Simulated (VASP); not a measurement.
BaTiO3:

```
CELL_PARAMETERS angstrom
3.97295 0.00000 0.00000
0.00000 3.97295 0.00000
0.00000 0.00000 3.99103
ATOMIC_POSITIONS crystal
Ba 0.00000 0.00000 0.00000
Ti 0.50000 0.50000 0.49000
O 0.00000 0.50000 0.51700
O 0.50000 0.00000 0.51700
O 0.50000 0.50000 0.01900
```

Base run:

```yaml
Program: VASP 6.6.1
Functional: r2SCAN
Potentials_or_basis: VASP PAW PBE potentials, release 64 (Ba_sv, Ti_sv, O)
Cutoff: 520 eV
k_mesh: 7 × 7 × 7
Occupations: fermi-dirac, width 0.05 eV
Spin: no spin polarisation
```

Its results: band gap on the k mesh 2.31 eV, indirect (least direct gap 2.49 eV); pressure 5.0 GPa; largest force 0.168 eV/Å.

Task: After a change of settings the same cell gave: band gap on the k mesh 1.91 eV, indirect (least direct gap 2.09 eV); pressure 8.0 GPa; largest force 0.146 eV/Å. Which change was it?
A. functional from r2SCAN to PBE
B. functional from r2SCAN to PBEsol; further incar settings from ALGO = Normal; EDIFF = 1e-07; NBANDS = 28 to ALGO = Normal; EDIFF = 1e-06; NBANDS = 28
C. functional from r2SCAN to RPBE; dispersion from none to D3(BJ)
D. functional from r2SCAN to PBE; dispersion from none to D3(BJ)

Result: A.

r2SCAN gives the wider gap, since meta-GGAs in the generalised Kohn-Sham scheme recover part of the derivative discontinuity.

Caveats: spin-orbit coupling is left out, which moves the levels of the heavy elements; the PAW data sets were made with another functional, which shifts forces and pressure a little (some runs).
